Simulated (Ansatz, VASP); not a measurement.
## Two plane-wave programs on Ca

```
CELL_PARAMETERS angstrom
3.89663 0.00000 0.00000
-1.94832 3.37458 0.00000
0.00000 0.00000 6.44902
ATOMIC_POSITIONS crystal
Ca 0.33333 0.66667 0.75000
Ca 0.66667 0.33333 0.25000
```

Change from the starting cell: the structure that the rattled cell fell into.

Alike in both runs: functional PBE; k mesh 18 × 18 × 10; occupations gaussian, width 0.1 eV; no spin polarisation.

Ansatz relaxed the structure, and its values are those at the end. VASP's run is a single point on that final structure, the one shown.

|  | VASP | Ansatz |
| --- | --- | --- |
| version | VASP 6.6.1 | Ansatz 0.2.0 |
| potentials or method | VASP PAW PBE potentials, release 64 (Ca_sv), cutoff 520 eV | scalar-relativistic, plane waves, PAW |
| valence electrons in the cell | 20 | 20 |

|  | VASP | Ansatz | Ansatz less VASP |
| --- | --- | --- | --- |
| gap on the k mesh at the Fermi level (eV) | none | none | - |
| pressure (GPa) | 0.0 | 0.0 | +0.01 |

A gap of «none» marks a metal or a gap that the smearing closes. The functional is the same, so the differences come from potentials, cutoffs and numerics.
